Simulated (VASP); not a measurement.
Write the native input for VASP 6.6.1 that does the following.

```yaml
Task: single point
Functional: r2SCAN
Potentials_or_basis: VASP PAW PBE potentials, release 64 (Ga_d, N)
Cutoff: 520 eV
k_mesh: 12 × 12 × 6
Occupations: gaussian, width 0.05 eV
Spin: no spin polarisation
Dipole_correction: no
Further_INCAR_settings: ALGO = Normal; EDIFF = 1e-07; NBANDS = 26
```

GaN:

```
Ga N
1.0
     3.10050    0.00000    0.00000
    -1.55025    2.68511    0.00000
     0.00000    0.00000    5.42430
Ga N
2 2
Direct
  0.33333 0.66667 0.00000
  0.66667 0.33333 0.50000
  0.33333 0.66667 0.37500
  0.66667 0.33333 0.87500
```

This cell differs from its parent crystal: strain -0.025 along x and y, +0.050 along z.

The input as run:

POSCAR

```
GaN
1.0
    3.1004996690      0.0000000000      0.0000000000
   -1.5502498345      2.6851114777      0.0000000000
    0.0000000000      0.0000000000      5.4243000000
Ga N
2 2
Direct
    0.3333333333      0.6666666667      0.0000000000
    0.6666666667      0.3333333333      0.5000000000
    0.3333333333      0.6666666667      0.3750000000
    0.6666666667      0.3333333333      0.8750000000
```

INCAR.step1

```
ALGO = Normal
EDIFF = 1E-4
ENCUT = 520
GGA = PE
ISMEAR = 0
LASPH = True
LCHARG = False
LREAL = False
LWAVE = True
NBANDS = 26
NELM = 80
PREC = Accurate
SIGMA = 0.05
```

INCAR.step2

```
ALGO = Normal
EDIFF = 1E-7
ENCUT = 520
ISIF = 2
ISMEAR = 0
ISTART = 1
LASPH = True
LCHARG = False
LMIXTAU = True
LREAL = False
LWAVE = False
METAGGA = R2SCAN
NBANDS = 26
NELM = 80
PREC = Accurate
SIGMA = 0.05
```

KPOINTS

```
k-points
0
Gamma
  12 12 6
```

Potentials or basis: VASP PAW PBE potentials, release 64 (Ga_d, N).

Command:

```console
$ cat potpaw_PBE.64/Ga_d/POTCAR potpaw_PBE.64/N/POTCAR > POTCAR
$ cp INCAR.step1 INCAR
$ mpirun -np 1 vasp_std > vasp.out
$ cp INCAR.step2 INCAR
$ mpirun -np 1 vasp_std > vasp.out
```

It gave:

```json
{
  "Pressure": "3.7 GPa",
  "Largest force": "0.487 eV/Å",
  "Band gap on the k mesh": "2.05 eV"
}
```

Caveat: the cell differs from its parent crystal (strain -0.025 along x and y, +0.050 along z); the stress differs along the axes, from -14 to 13 GPa; the PAW data sets were made with another functional, which shifts forces and pressure a little.

Wall time 4.4 min on 1 thread of Intel(R) Xeon(R) 6975P-C (Granite Rapids), with other jobs on the host, peak memory 0.22 GiB.
